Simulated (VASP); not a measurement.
# SnO2 (Pm) in VASP: further runs, part 2 of 2

VASP 6.6.1. Earlier steps stand in the parts before.

### Step 4. Single point, PBE (mode 15 (547.8 1/cm) frozen in, largest displacement -0.150 Å)

The input, INCAR:

```
PREC = Accurate
ENCUT = 520
EDIFF = 1E-6
ISMEAR = 0
SIGMA = 0.05
LREAL = False
LASPH = True
NELM = 60
ALGO = Normal
ISIF = 2
LWAVE = False
LCHARG = False
GGA = PE
NBANDS = 35
```

The input, KPOINTS:

```
regular mesh
0
Gamma
  6 6 8
```

The input, POSCAR:

```
SnO2
1.0
    4.8277049961      0.0000000000      0.0000000000
    0.0000000000      4.8277049961      0.0000000000
    0.0000000000      0.0000000000      3.2379909406
Sn O
2 4
Direct
    0.0034111712     -0.0027278649      0.0000000000
    0.5021770676      0.4992619069      0.5000000000
    0.3066050863      0.2963210423      0.0000000000
    0.1726629987      0.8297475551      0.5000000000
    0.6933949137      0.6831108697      0.0000000000
    0.7858731713      0.2165373825      0.5000000000
```

Potentials or basis: VASP PAW PBE potentials, release 64 (Sn_d, O).

Run with:

```sh
cat potpaw_PBE.64/Sn_d/POTCAR potpaw_PBE.64/O/POTCAR > POTCAR
mpirun -np 1 vasp_std > vasp.out
```

OUTCAR:

```text
PREC = Accurate
   ENCUT = 520
   EDIFF = 1E-6
   ISMEAR = 0
   LREAL = False
   LASPH = True
   NELM = 60
   ISIF = 2
   GGA = PE

 ion  position               nearest neighbor table
   1  0.003  0.997  0.000-   4 1.99   4 1.99   3 2.06   5 2.13   6 2.20   6 2.20
   2  0.502  0.499  0.500-   6 1.93   5 2.06   5 2.06   3 2.11   3 2.11   4 2.25
   3  0.307  0.296  0.000-   1 2.06   2 2.11   2 2.11
   4  0.173  0.830  0.500-   1 1.99   1 1.99   2 2.25
   5  0.693  0.683  0.000-   2 2.06   2 2.06   1 2.13
   6  0.786  0.217  0.500-   2 1.93   1 2.20   1 2.20

  LATTYP: Found a simple tetragonal cell.
 ALAT       =     4.8277049961
 C/A-ratio  =     0.6707101911

  Lattice vectors:

 A1 = (   4.8277049961,   0.0000000000,   0.0000000000)
 A2 = (   0.0000000000,   4.8277049961,   0.0000000000)
 A3 = (   0.0000000000,   0.0000000000,   3.2379909406)

Analysis of symmetry for initial positions (statically):
=====================================================================
 Subroutine PRICEL returns:
 Original cell was already a primitive cell.

 Routine SETGRP: Setting up the symmetry group for a
 simple tetragonal supercell.

 Subroutine GETGRP returns: Found  2 space group operations
 (whereof  2 operations were pure point group operations)
 out of a pool of 16 trial point group operations.

The static configuration has the point symmetry C_1h.

Analysis of symmetry for dynamics (positions and initial velocities):
=====================================================================
 Subroutine PRICEL returns:
 Original cell was already a primitive cell.

 Routine SETGRP: Setting up the symmetry group for a
 simple tetragonal supercell.

 Subroutine GETGRP returns: Found  2 space group operations
 (whereof  2 operations were pure point group operations)
 out of a pool of 16 trial point group operations.

The dynamic configuration has the point symmetry C_1h.

 Subroutine INISYM returns: Found  2 space group operations
 (whereof  2 operations are pure point group operations),
 and found     1 'primitive' translations

----------------------------------------------------------------------------------------

                                     Primitive cell

  volume of cell :      75.4670

  direct lattice vectors                    reciprocal lattice vectors
     4.827704996  0.000000000  0.000000000     0.207137760  0.000000000  0.000000000
     0.000000000  4.827704996  0.000000000     0.000000000  0.207137760  0.000000000
     0.000000000  0.000000000  3.237990941     0.000000000  0.000000000  0.308833477

  length of vectors
     4.827704996  4.827704996  3.237990941     0.207137760  0.207137760  0.308833477

  position of ions in fractional coordinates (direct lattice)
     0.003411171  0.997272135  0.000000000
     0.502177068  0.499261907  0.500000000
     0.306605086  0.296321042  0.000000000
     0.172662999  0.829747555  0.500000000
     0.693394914  0.683110870  0.000000000
     0.785873171  0.216537383  0.500000000

  ion indices of the primitive-cell ions
   primitive index   ion index
                 1           1
                 2           2
                 3           3
                 4           4
                 5           5
                 6           6

----------------------------------------------------------------------------------------

 KPOINTS: regular mesh

Automatic generation of k-mesh.
 Grid dimensions read from file:
 generate k-points for:    6    6    8

 Generating k-lattice:

  Cartesian coordinates                     Fractional coordinates (reciprocal lattice)
     0.034522960  0.000000000  0.000000000     0.166666667  0.000000000  0.000000000
     0.000000000  0.034522960  0.000000000     0.000000000  0.166666667  0.000000000
     0.000000000  0.000000000  0.038604185     0.000000000  0.000000000  0.125000000

  Length of vectors
     0.034522960  0.034522960  0.038604185

  Shift w.r.t. Gamma in fractional coordinates (k-lattice)
     0.000000000  0.000000000  0.000000000

 Subroutine IBZKPT returns following result:
 ===========================================

 Found    100 irreducible k-points:

 Following reciprocal coordinates:
            Coordinates               Weight
  0.000000  0.000000  0.000000      1.000000
  0.166667  0.000000  0.000000      2.000000
  0.000000  0.166667  0.000000      2.000000
  0.333333  0.000000  0.000000      2.000000
  0.000000  0.333333  0.000000      2.000000
  0.500000  0.000000  0.000000      1.000000
[... 16 lines left out ...]
  0.000000  0.166667  0.125000      4.000000
  0.333333  0.000000  0.125000      4.000000
 [... further k-points ...]
   k-points           NKPTS =    100   k-points in BZ     NKDIM =    100   number of bands    NBANDS=     35
   number of dos      NEDOS =    301   number of ions     NIONS =      6
   total plane-waves  NPLWV =  31104
   dimension x,y,z NGX =    36 NGY =   36 NGZ =   24
   dimension x,y,z NGXF=    72 NGYF=   72 NGZF=   48
   ions per type =               2   4
   NGX,Y,Z   is equivalent  to a cutoff of  12.40, 12.40, 12.32 a.u.
   NGXF,Y,Z  is equivalent  to a cutoff of  24.79, 24.79, 24.64 a.u.
 SYSTEM =  unknown system
   PREC   = accura    normal or accurate (medium, high low for compatibility)
   ISTART =      0    job   : 0-new  1-cont  2-samecut
   ICHARG =      2    charge: 1-file 2-atom 10-const
   ISPIN  =      1    spin polarized calculation?
   LNONCOLLINEAR =      F non collinear calculations
   LSORBIT =      F    spin-orbit coupling
   LASPH  =      T    aspherical Exc in radial PAW
   ENCUT  =  520.0 eV  38.22 Ry    6.18 a.u.   8.98  8.98  6.02*2*pi/ulx,y,z
   NELM   =     60;   NELMIN=  2; NELMDL= -5     # of ELM steps
   EDIFF  = 0.1E-05   stopping-criterion for ELM
   LREAL  =      F    real-space projection
[... 7 lines left out ...]
   TEBEG  =    0.0;   TEEND  =   0.0 temperature during run
   PSTRESS=    0.0 pullay stress
   NELECT =      52.0000    total number of electrons
   NUPDOWN=      -1.0000    fix difference up-down
   EMIN   =  10.00;   EMAX   =-10.00  energy-range for DOS
   EFERMI =   0.00;   METHOD = LEGACY
   ISMEAR =     0;   SIGMA  =   0.05  broadening in eV -4-tet -1-fermi 0-gaus
   EFERMI_NEDOS =   21; number of points for ismear=-14 and -15
   IALGO  =     38    algorithm
   IMIX   =      4    mixing-type and parameters
     AMIX     =   0.40;   BMIX     =  1.00
     AMIX_MAG =   1.60;   BMIX_MAG =  1.00
  volume/ion in A,a.u.               =      12.58        84.88
  Fermi-wavevector in a.u.,A,eV,Ry     =   1.445962  2.732472 28.447149  2.090806
  Thomas-Fermi vector in A             =   2.564085
   LORBIT       =      0    0 simple, 1 ext, 2 COOP (PROOUT), +10 PAW based schemes
   GGA     = PE    functional components
   LHFCALC =     F    Hartree Fock is set to
   AEXX    =    0.0000 exact exchange contribution
   IVDW    =     0    specifies the selected vdW correction
   LEPSILON=     F    determine dielectric tensor
   LRPA    =     F    only Hartree local field effects (RPA)
 non-spin polarized calculation
 Gauss-broadening in eV      SIGMA  =   0.05
  energy-cutoff  :      520.00
  volume of cell :       75.47
 maximum number of plane-waves:      2068
   NGX = 17   NGY = 17   NGZ = 13

 number of electron      52.0000009 magnetization

 Free energy of the ion-electron system (eV)
  ---------------------------------------------------
  ext. energy  EPLUGINS =         0.00000000
  ---------------------------------------------------
  free energy    TOTEN  =       -36.80797759 eV

  energy without entropy =      -36.80797759  energy(sigma->0) =      -36.80797759

 E-fermi :   5.8831     XC(G=0): -10.9656

 val. band max:        5.5779410122   @ k =   0.0000   0.0000   0.0000
 cond. band min:       6.2209494462   @ k =   0.0000   0.0000   0.0000
 fundamental gap:      0.6430084340
 Fermi energy:         5.8830996361

 k-point     1 :       0.0000    0.0000    0.0000
  band No.  band energies     occupation
      1     -15.5792      2.00000
      2     -14.9658      2.00000
      3     -14.6764      2.00000
      4     -14.6575      2.00000
      5     -14.5827      2.00000
      6     -14.5783      2.00000
[... 27 lines left out ...]
     34      17.0676      0.00000
     35      17.7424      0.00000
[... 843 lines left out ...]
      5     -14.6083      2.00000
      6     -14.5669      2.00000
[... 27 lines left out ...]
     34      17.4739      0.00000
     35      17.6562      0.00000

 [... further k-points ...]
[... 5 lines left out ...]
  --------------------------------------------------------------------------------------
  -------------------------------------------------------------------------------------
  Total        1.7970171      1.7758929      2.3844774     -1.2543375      0.0000000      0.0000000
  in kB       38.1509817     37.7025120     50.6228645    -26.6298014      0.0000000      0.0000000
  external PRESSURE =      42.1587860 kB  Pullay stress =       0.0000000 kB

 VOLUME and BASIS-vectors are now :
 -----------------------------------------------------------------------------
  energy-cutoff  :      520.00
  volume of cell :       75.47
      direct lattice vectors                 reciprocal lattice vectors
     4.827704996  0.000000000  0.000000000     0.207137760  0.000000000  0.000000000
     0.000000000  4.827704996  0.000000000     0.000000000  0.207137760  0.000000000
     0.000000000  0.000000000  3.237990941     0.000000000  0.000000000  0.308833477

 POSITION                                       TOTAL-FORCE (eV/Angst)
 -----------------------------------------------------------------------------------
      0.01647      4.81454      0.00000        -2.196913      1.725715      0.000000
      2.42436      2.41029      1.61900        -1.688925      0.764103      0.000000
      1.48020      1.43055      0.00000        -0.029485      0.824871      0.000000
      0.83357      4.00578      1.61900         1.622765     -1.858742      0.000000
      3.34751      3.29786      0.00000         0.052325      0.964319      0.000000
      3.79396      1.04538      1.61900         2.240233     -2.420266      0.000000
 -----------------------------------------------------------------------------------
    total drift:                               -0.000454      0.000224      0.000002

  FREE ENERGIE OF THE ION-ELECTRON SYSTEM (eV)
  ---------------------------------------------------
  free  energy   TOTEN  =       -36.8079775902 eV

  energy  without entropy=      -36.8079775902  energy(sigma->0) =      -36.80797759
```

OSZICAR:

```text
N       E                     dE             d eps       ncg     rms          rms(c)
DAV:   1     0.638097489092E+03    0.63810E+03   -0.25411E+04  7648   0.228E+03
DAV:   2     0.582229252740E+02   -0.57987E+03   -0.54717E+03  7584   0.605E+02
DAV:   3    -0.379784391627E+02   -0.96201E+02   -0.94451E+02  7569   0.208E+02
DAV:   4    -0.430005321246E+02   -0.50221E+01   -0.49835E+01  8826   0.512E+01
DAV:   5    -0.431335493849E+02   -0.13302E+00   -0.13278E+00  8635   0.881E+00    0.159E+01
DAV:   6    -0.367190488190E+02    0.64145E+01   -0.18053E+01 11252   0.664E+01    0.610E+00
DAV:   7    -0.368425812082E+02   -0.12353E+00   -0.22456E+00  7964   0.821E+00    0.325E+00
DAV:   8    -0.368170284757E+02    0.25553E-01   -0.21770E-01 10931   0.438E+00    0.795E-01
DAV:   9    -0.368069843745E+02    0.10044E-01   -0.42697E-02 11378   0.316E+00    0.141E-01
DAV:  10    -0.368076915355E+02   -0.70716E-03   -0.50754E-03  7891   0.467E-01    0.111E-01
DAV:  11    -0.368079667669E+02   -0.27523E-03   -0.55531E-04 10993   0.226E-01    0.271E-02
DAV:  12    -0.368079713105E+02   -0.45436E-05   -0.83758E-05 10946   0.915E-02    0.124E-02
DAV:  13    -0.368079774152E+02   -0.61047E-05   -0.12468E-05  8611   0.276E-02    0.499E-03
DAV:  14    -0.368079775902E+02   -0.17500E-06   -0.24243E-06  7390   0.111E-02
   1 F= -.36807978E+02 E0= -.36807978E+02  d E =-.651911E-20
```

Run time: 1.7 min. Hardware: 1 thread of Intel Xeon 6975P-C (Granite Rapids), shared host; peak memory 0.32 GiB.

What came out:

```
Free energy            : -36.8080 eV
Pressure               : 4.2 GPa
Largest force          : 3.298 eV/Å
Band gap on the k mesh : 0.64 eV, direct
```

Forces in eV/Å, atoms in the order of the input:
```
Sn  -2.197  1.726  0.000
Sn  -1.689  0.764  0.000
O   -0.029  0.825  0.000
O    1.623 -1.859  0.000
O    0.052  0.964  0.000
O    2.240 -2.420  0.000
```

Stress tensor (GPa, compression positive):
```
 3.82 -2.66  0.00
-2.66  3.77  0.00
 0.00  0.00  5.06
```

Levels at points of the mesh, in eV from the valence-band top:
| k point | band 23 | band 24 | band 25 | band 26 | band 27 | band 28 | band 29 | band 30 |
| --- | --- | --- | --- | --- | --- | --- | --- | --- |
| (0.00, 0.00, 0.00) | -1.05 | -0.88 | -0.80 | 0.00 | 0.64 | 5.54 | 6.02 | 6.07 |
| (0.50, 0.00, 0.00) | -1.27 | -1.06 | -0.87 | -0.47 | 3.71 | 3.85 | 6.73 | 6.82 |
| (0.00, 0.50, 0.00) | -1.30 | -1.03 | -1.00 | -0.36 | 3.70 | 3.90 | 6.70 | 6.84 |
| (0.50, 0.50, 0.00) | -1.35 | -1.18 | -0.93 | -0.85 | 4.06 | 4.20 | 7.08 | 7.13 |
| (0.00, 0.00, 0.50) | -1.71 | -1.59 | -1.22 | -1.11 | 5.28 | 5.45 | 8.69 | 9.31 |
| (0.50, 0.00, 0.50) | -1.09 | -1.02 | -0.73 | -0.71 | 5.42 | 5.66 | 7.53 | 7.99 |
| (0.00, 0.50, 0.50) | -1.07 | -1.00 | -0.77 | -0.75 | 5.38 | 5.61 | 7.54 | 7.99 |
| (0.50, 0.50, 0.50) | -1.22 | -0.92 | -0.78 | -0.60 | 4.18 | 4.21 | 8.56 | 8.70 |

Caveat: the cell differs from its parent crystal (mode 15 (547.8 1/cm) frozen in, largest displacement -0.150 Å); spin-orbit coupling is left out, which moves the levels of the heavy elements; forces of over 1 eV/Å act on the atoms, so gaps and moduli don't describe the material at rest.
